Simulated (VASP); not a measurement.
A run of VASP 6.6.1 is set up as follows.

The input INCAR:

```
SYSTEM = Al2O3
ALGO = Normal
EDIFF = 1E-7
ENCUT = 520
GGA = CA
ISIF = 2
ISMEAR = 0
LASPH = .TRUE.
LCHARG = .FALSE.
LREAL = .FALSE.
LWAVE = .FALSE.
NBANDS = 20
NELM = 60
PREC = Accurate
SIGMA = 0.05
```

File KPOINTS:

```
k-points
0
G
  9 9 4
  0 0 0
```

File POSCAR:

```
Al2O3
1.0
    2.6535789524      0.0000000000      0.0000000000
   -1.3267894762      2.2980667837      0.0000000000
    0.0000000000      0.0000000000      9.3367544600
Al O
2 3
Direct
    0.0000000000      0.0000000000      0.1499923300
    0.0000000000      0.0000000000      0.8500076700
    0.3333333333      0.6666666667      0.2223169200
    0.6666666667      0.3333333333      0.0000000000
    0.3333333333      0.6666666667      0.7776830800
```

Potentials or basis: VASP PAW LDA potentials, release 64 (Al, O).

Command:

```sh
$ cat potpaw_LDA.64/Al/POTCAR potpaw_LDA.64/O/POTCAR > POTCAR
$ mpirun -np 1 vasp_std > vasp.out
```

Task: What does it give for the largest force?

Result: 2.454 eV/Å.

Task: Estimate the band gap on the k mesh.

Result: 6.84 eV.

Task: What does it give for the pressure?

Result: 31.6 GPa.

Stress tensor (GPa, compression positive):
```
45.35  0.00  0.00
 0.00 45.35  0.00
 0.00  0.00  4.08
```

Caveat: the cell differs from its parent crystal (strain -0.080 along x and y, +0.000 along z); the cell stands under pressure; an odd mesh through Γ misses points on the zone boundary, where band edges can lie; forces of over 1 eV/Å act on the atoms, so gaps and moduli don't describe the material at rest.
